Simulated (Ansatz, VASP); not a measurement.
**Ni in VASP and in Ansatz**

```
CELL_PARAMETERS angstrom
-1.48344 1.48344 1.25866
1.48344 -1.48344 1.25866
1.48344 1.48344 -1.25866
ATOMIC_POSITIONS crystal
Ni 0.50000 0.50000 0.00000
```

Alike in both runs: task relaxation of cell and atoms; functional PBE; k mesh 22 × 22 × 22; occupations gaussian, width 0.1 eV; collinear spin.

|  | VASP | Ansatz |
| --- | --- | --- |
| version | VASP 6.6.1 | Ansatz 0.2.0 |
| potentials or method | VASP PAW PBE potentials, release 64 (Ni), cutoff 600 eV | scalar-relativistic, plane waves, PAW |
| valence electrons in the cell | 10 | 18 |

VASP gave:

| Property | Result |
| --- | --- |
| gap on the k mesh at the Fermi level, each at its own relaxed structure (eV) | none |
| net moment per atom (μB) | 0.59 |
| size of the moment on the site where the two differ most (μB) | 0.60 |
| relaxed volume (Å³/atom) | 11.00 |
| relaxed length of the cell vector where the two differ most in proportion (Å) | 2.438 |

Q: Which values does Ansatz return?

A: gap on the k mesh at the Fermi level, each at its own relaxed structure (eV): none; net moment per atom (μB): 0.61; size of the moment on the site where the two differ most (μB): 0.64; relaxed volume (Å³/atom): 11.01; relaxed length of the cell vector where the two differ most in proportion (Å): 2.440.

Site moments also hang on the region over which each program counts them. A gap of «none» marks a metal or a gap that the smearing closes. VASP's potentials hold 10 valence electrons a cell and Ansatz's 18, so a difference there can come from the potentials and not from the codes.
